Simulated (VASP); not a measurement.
# MgS (v.bA) (F-43m) in VASP: further runs

MgS (v.bA) is run at these levels: PBEsol; tasks: single point.

Program: VASP 6.6.1. These are calculated values, not measurements. Logs are shortened: lines on timing, memory, paths and dates and some standing lists are left out, and cuts for length are marked.

## Step 1: The cell of the first run

The structure is cubic, space group F-43m (No. 216). Conventional cell: a = 5.652 Å, b = 5.652 Å, c = 5.652 Å, α = 90.00°, β = 90.00°, γ = 90.00°. Mg (site symmetry -43m) has 4 S at 2.45 Å within 3.2 Å. S (site symmetry -43m) has 4 Mg at 2.45 Å within 3.2 Å.

## Step 2: Single point, PBEsol

INCAR

```
SYSTEM = MgS
PREC = Accurate
ENCUT = 600
EDIFF = 1E-6
ISMEAR = 0
SIGMA = 0.02
LREAL = .False.
LASPH = .True.
NELM = 120
ALGO = Normal
ISIF = 2
LWAVE = .False.
LCHARG = .True.
GGA = PS
LELF = .True.
LVHAR = .True.
NBANDS = 11
GGA_COMPAT = .False.
```

KPOINTS

```
regular mesh
0
Gamma
  8 8 8
  0 0 0
```

POSCAR

```
MgS
1.0
    0.0000000000      2.8257734866      2.8257734866
    2.8257734866      0.0000000000      2.8257734866
    2.8257734866      2.8257734866      0.0000000000
Mg S
1 1
Direct
    0.0000000000      0.0000000000      0.0000000000
    0.2500000000      0.2500000000      0.2500000000
```

Potentials or basis: VASP PAW PBE potentials, release 64 (Mg, S).

Command:

```sh
> cat potpaw_PBE.64/Mg/POTCAR potpaw_PBE.64/S/POTCAR > POTCAR
> mpirun -np 1 vasp_std > vasp.out
```

OUTCAR:

```text
SYSTEM = MgS
   PREC = Accurate
   ENCUT = 600
   EDIFF = 1E-6
   ISMEAR = 0
   LREAL = .False.
   LASPH = .True.
   NELM = 120
   ISIF = 2
   GGA = PS

 ion  position               nearest neighbor table
   1  0.000  0.000  0.000-   2 2.45   2 2.45   2 2.45   2 2.45
   2  0.250  0.250  0.250-   1 2.45   1 2.45   1 2.45   1 2.45

  LATTYP: Found a face centered cubic cell.
 ALAT       =     5.6515469732

  Lattice vectors:

 A1 = (   0.0000000000,   2.8257734866,   2.8257734866)
 A2 = (   2.8257734866,   0.0000000000,   2.8257734866)
 A3 = (   2.8257734866,   2.8257734866,   0.0000000000)

Analysis of symmetry for initial positions (statically):
=====================================================================
 Subroutine PRICEL returns:
 Original cell was already a primitive cell.

 Routine SETGRP: Setting up the symmetry group for a
 face centered cubic supercell.

 Subroutine GETGRP returns: Found 24 space group operations
 (whereof 24 operations were pure point group operations)
 out of a pool of 48 trial point group operations.

The static configuration has the point symmetry T_d .

Analysis of symmetry for dynamics (positions and initial velocities):
=====================================================================
 Subroutine PRICEL returns:
 Original cell was already a primitive cell.

 Routine SETGRP: Setting up the symmetry group for a
 face centered cubic supercell.

 Subroutine GETGRP returns: Found 24 space group operations
 (whereof 24 operations were pure point group operations)
 out of a pool of 48 trial point group operations.

The dynamic configuration has the point symmetry T_d .

 Subroutine INISYM returns: Found 24 space group operations
 (whereof 24 operations are pure point group operations),
 and found     1 'primitive' translations

----------------------------------------------------------------------------------------

                                     Primitive cell

  volume of cell :      45.1276

  direct lattice vectors                    reciprocal lattice vectors
     0.000000000  2.825773487  2.825773487    -0.176942703  0.176942703  0.176942703
     2.825773487  0.000000000  2.825773487     0.176942703 -0.176942703  0.176942703
     2.825773487  2.825773487  0.000000000     0.176942703  0.176942703 -0.176942703

  length of vectors
     3.996247189  3.996247189  3.996247189     0.306473752  0.306473752  0.306473752

  position of ions in fractional coordinates (direct lattice)
     0.000000000  0.000000000  0.000000000
     0.250000000  0.250000000  0.250000000

  ion indices of the primitive-cell ions
   primitive index   ion index
                 1           1
                 2           2

----------------------------------------------------------------------------------------

 KPOINTS: regular mesh

Automatic generation of k-mesh.
 Grid dimensions read from file:
 generate k-points for:    8    8    8

 Generating k-lattice:

  Cartesian coordinates                     Fractional coordinates (reciprocal lattice)
    -0.022117838  0.022117838  0.022117838     0.125000000  0.000000000  0.000000000
     0.022117838 -0.022117838  0.022117838     0.000000000  0.125000000  0.000000000
     0.022117838  0.022117838 -0.022117838     0.000000000  0.000000000  0.125000000

  Length of vectors
     0.038309219  0.038309219  0.038309219

  Shift w.r.t. Gamma in fractional coordinates (k-lattice)
     0.000000000  0.000000000  0.000000000

 Subroutine IBZKPT returns following result:
 ===========================================

 Found     29 irreducible k-points:

 Following reciprocal coordinates:
            Coordinates               Weight
  0.000000  0.000000  0.000000      1.000000
  0.125000  0.000000  0.000000      8.000000
  0.250000  0.000000  0.000000      8.000000
  0.375000  0.000000  0.000000      8.000000
  0.500000  0.000000  0.000000      4.000000
  0.125000  0.125000  0.000000      6.000000
[... 16 lines left out ...]
  0.500000  0.250000  0.125000     48.000000
 -0.375000  0.250000  0.125000     24.000000
 [... further k-points ...]
   k-points           NKPTS =     29   k-points in BZ     NKDIM =     29   number of bands    NBANDS=     11
   number of dos      NEDOS =    301   number of ions     NIONS =      2
   total plane-waves  NPLWV =  32768
   dimension x,y,z NGX =    32 NGY =   32 NGZ =   32
   dimension x,y,z NGXF=    64 NGYF=   64 NGZF=   64
   ions per type =               1   1
   NGX,Y,Z   is equivalent  to a cutoff of  13.31, 13.31, 13.31 a.u.
   NGXF,Y,Z  is equivalent  to a cutoff of  26.62, 26.62, 26.62 a.u.
 SYSTEM =  MgS
   PREC   = accura    normal or accurate (medium, high low for compatibility)
   ISTART =      0    job   : 0-new  1-cont  2-samecut
   ICHARG =      2    charge: 1-file 2-atom 10-const
   ISPIN  =      1    spin polarized calculation?
   LNONCOLLINEAR =      F non collinear calculations
   LSORBIT =      F    spin-orbit coupling
   LASPH  =      T    aspherical Exc in radial PAW
   ENCUT  =  600.0 eV  44.10 Ry    6.64 a.u.   7.98  7.98  7.98*2*pi/ulx,y,z
   NELM   =    120;   NELMIN=  2; NELMDL= -5     # of ELM steps
   EDIFF  = 0.1E-05   stopping-criterion for ELM
   LREAL  =      F    real-space projection
   EDIFFG = 0.1E-04   stopping-criterion for IOM
   NSW    =      0    number of steps for IOM
   IBRION =     -1    ionic relax: 0-MD 1-quasi-New 2-CG
   NFREE  =      0    steps in history (QN), initial steepest desc. (CG)
   ISIF   =      2    stress and relaxation
   ISYM   =      2    0-nonsym 1-usesym 2-fastsym
   POTIM  = 0.5000    time-step for ionic-motion
   TEBEG  =    0.0;   TEEND  =   0.0 temperature during run
   PSTRESS=    0.0 pullay stress
   NELECT =       8.0000    total number of electrons
   NUPDOWN=      -1.0000    fix difference up-down
   EMIN   =  10.00;   EMAX   =-10.00  energy-range for DOS
   EFERMI =   0.00;   METHOD = LEGACY
   ISMEAR =     0;   SIGMA  =   0.02  broadening in eV -4-tet -1-fermi 0-gaus
   EFERMI_NEDOS =   21; number of points for ismear=-14 and -15
   IALGO  =     38    algorithm
   IMIX   =      4    mixing-type and parameters
     AMIX     =   0.40;   BMIX     =  1.00
     AMIX_MAG =   1.60;   BMIX_MAG =  1.00
  volume/ion in A,a.u.               =      22.56       152.27
  Fermi-wavevector in a.u.,A,eV,Ry     =   0.919653  1.737893 11.507294  0.845762
  Thomas-Fermi vector in A             =   2.044871
   LORBIT       =      0    0 simple, 1 ext, 2 COOP (PROOUT), +10 PAW based schemes
   GGA     = PS    functional components
   LHFCALC =     F    Hartree Fock is set to
   AEXX    =    0.0000 exact exchange contribution
   IVDW    =     0    specifies the selected vdW correction
   LEPSILON=     F    determine dielectric tensor
   LRPA    =     F    only Hartree local field effects (RPA)
 non-spin polarized calculation
 Gauss-broadening in eV      SIGMA  =   0.02
  energy-cutoff  :      600.00
  volume of cell :       45.13
 maximum number of plane-waves:      1540
   NGX = 15   NGY = 15   NGZ = 15

 number of electron       8.0000000 magnetization

 Free energy of the ion-electron system (eV)
  ---------------------------------------------------
  ext. energy  EPLUGINS =         0.00000000
  ---------------------------------------------------
  free energy    TOTEN  =        -8.91806681 eV

  energy without entropy =       -8.91806681  energy(sigma->0) =       -8.91806681

 E-fermi :   1.1638     XC(G=0):  -8.5979

 val. band max:        1.0352196100   @ k =   0.0000   0.0000   0.0000
 cond. band min:       4.3580576367   @ k =   0.0000   0.0000   0.0000
 fundamental gap:      3.3228380267
 Fermi energy:         1.1637709925

 k-point     1 :       0.0000    0.0000    0.0000
  band No.  band energies     occupation
      1     -10.2521      2.00000
      2       1.0352      2.00000
      3       1.0352      2.00000
      4       1.0352      2.00000
      5       4.3581      0.00000
      6       8.9219      0.00000
      7       8.9219      0.00000
      8       8.9219      0.00000
      9      11.8304      0.00000
     10      11.8304      0.00000
     11      14.6267      0.00000

 k-point     2 :       0.1250    0.0000    0.0000
  band No.  band energies     occupation
      1     -10.1624      2.00000
      2       0.3310      2.00000
      3       0.9810      2.00000
      4       0.9810      2.00000
      5       5.0347      0.00000
      6       8.7275      0.00000
      7       9.1008      0.00000
      8       9.1008      0.00000
      9      11.3485      0.00000
     10      11.3485      0.00000
     11      13.9771      0.00000

 k-point     3 :       0.2500    0.0000    0.0000
  band No.  band energies     occupation
      1      -9.9299      2.00000
      2      -0.8658      2.00000
      3       0.8586      2.00000
      4       0.8586      2.00000
      5       5.8982      0.00000
      6       8.7448      0.00000
      7       9.1278      0.00000
      8       9.1278      0.00000
      9      11.3989      0.00000
     10      11.3989      0.00000
     11      13.1151      0.00000

 k-point     4 :       0.3750    0.0000    0.0000
  band No.  band energies     occupation
      1      -9.6689      2.00000
      2      -1.8090      2.00000
      3       0.7466      2.00000
      4       0.7466      2.00000
      5       6.0792      0.00000
      6       8.7585      0.00000
      7       8.7585      0.00000
      8       9.2685      0.00000
      9      12.7169      0.00000
     10      12.7169      0.00000
     11      13.1431      0.00000
[... 239 lines left out ...]
 k-point    22 :       0.3750    0.2500    0.1250
  band No.  band energies     occupation
      1      -9.7497      2.00000
      2      -1.0730      2.00000
      3       0.1702      2.00000
      4       0.6501      2.00000
      5       6.6215      0.00000
      6       7.9196      0.00000
      7       8.5199      0.00000
      8      10.1823      0.00000
      9      10.6920      0.00000
     10      13.3832      0.00000
     11      15.3477      0.00000

 k-point    23 :       0.5000    0.2500    0.1250
  band No.  band energies     occupation
      1      -9.5330      2.00000
      2      -1.5838      2.00000
      3      -0.1871      2.00000
      4       0.4696      2.00000
      5       6.8902      0.00000
      6       7.7206      0.00000
      7       8.8605      0.00000
      8      10.0150      0.00000
      9      11.8352      0.00000
     10      14.4704      0.00000
     11      15.0563      0.00000

 k-point    24 :      -0.3750    0.2500    0.1250
  band No.  band energies     occupation
      1      -9.4365      2.00000
      2      -1.8048      2.00000
      3      -0.2933      2.00000
      4       0.3726      2.00000
      5       6.9672      0.00000
      6       7.4307      0.00000
      7       9.7156      0.00000
      8       9.8099      0.00000
      9      12.3739      0.00000
     10      13.7906      0.00000
     11      15.2124      0.00000

 [... further k-points ...]

------------------------ aborting loop because EDIFF is reached ----------------------------------------

  FORCE on cell =-STRESS in cart. coord.  units (eV):
  Direction    XX          YY          ZZ          XY          YZ          ZX
  --------------------------------------------------------------------------------------
  -------------------------------------------------------------------------------------
  Total       -0.0181507     -0.0181507     -0.0181507      0.0000000      0.0000000     -0.0000000
  in kB       -0.6444102     -0.6444102     -0.6444102      0.0000000      0.0000000     -0.0000000
  external PRESSURE =      -0.6444102 kB  Pullay stress =       0.0000000 kB

 VOLUME and BASIS-vectors are now :
 -----------------------------------------------------------------------------
  energy-cutoff  :      600.00
  volume of cell :       45.13
      direct lattice vectors                 reciprocal lattice vectors
     0.000000000  2.825773487  2.825773487    -0.176942703  0.176942703  0.176942703
     2.825773487  0.000000000  2.825773487     0.176942703 -0.176942703  0.176942703
     2.825773487  2.825773487  0.000000000     0.176942703  0.176942703 -0.176942703

 POSITION                                       TOTAL-FORCE (eV/Angst)
 -----------------------------------------------------------------------------------
      0.00000      0.00000      0.00000         0.000000      0.000000      0.000000
      1.41289      1.41289      1.41289        -0.000000     -0.000000     -0.000000
 -----------------------------------------------------------------------------------
    total drift:                               -0.000000     -0.000000     -0.000000

  FREE ENERGIE OF THE ION-ELECTRON SYSTEM (eV)
  ---------------------------------------------------
  free  energy   TOTEN  =        -8.9180668112 eV

  energy  without entropy=       -8.9180668112  energy(sigma->0) =       -8.91806681
```

Wall time 16 s (1 thread of AMD EPYC 9R45 (Zen 5), shared host); peak memory 0.15 GiB.

What came out:

- Free energy: -8.9181 eV
- Pressure: -0.1 GPa
- Band gap on the k mesh: 3.32 eV, direct

Caveat: the PAW data sets were made with another functional, which shifts forces and pressure a little. A k mesh can miss the band edges.

## Step 3: Single point, PBEsol

INCAR

```
  PREC = Accurate
  ENCUT = 600
  EDIFF = 1E-6
  ISMEAR = 0
  SIGMA = 0.02
  LREAL = False
  LASPH = True
  NELM = 120
  ALGO = Normal
  ISIF = 2
  LWAVE = False
  LCHARG = False
  GGA = PS
  NBANDS = 11
  GGA_COMPAT = False
```

KPOINTS

```
Automatic mesh
0
Gamma
  8 8 8
```

POSCAR is that of step 2.

Potentials or basis: VASP PAW PBE potentials, release 64 (Mg, S).

Command:

```sh
> cat potpaw_PBE.64/Mg/POTCAR potpaw_PBE.64/S/POTCAR > POTCAR
> mpirun -np 1 vasp_std > vasp.out
```

Run time: 17 s. Hardware: 1 thread of AMD EPYC 9R45 (Zen 5), shared host; peak memory 0.15 GiB.

The run converged. Its results:

```
Free energy            : -8.9181 eV
Pressure               : -0.1 GPa
Band gap on the k mesh : 3.32 eV, direct
```

Levels at points of the mesh, in eV from the valence-band top:
```
           k point  band 2  band 3  band 4  band 5  band 6  band 7
(0.00, 0.00, 0.00)    0.00    0.00    0.00    3.32    7.89    7.89
(0.50, 0.00, 0.00)   -3.20   -0.33   -0.33    5.01    7.55    7.55
(0.50, 0.50, 0.00)   -2.87   -1.06   -1.06    3.71    5.55   11.08
```

Caveat: the PAW data sets were made with another functional, which shifts forces and pressure a little. A k mesh can miss the band edges.
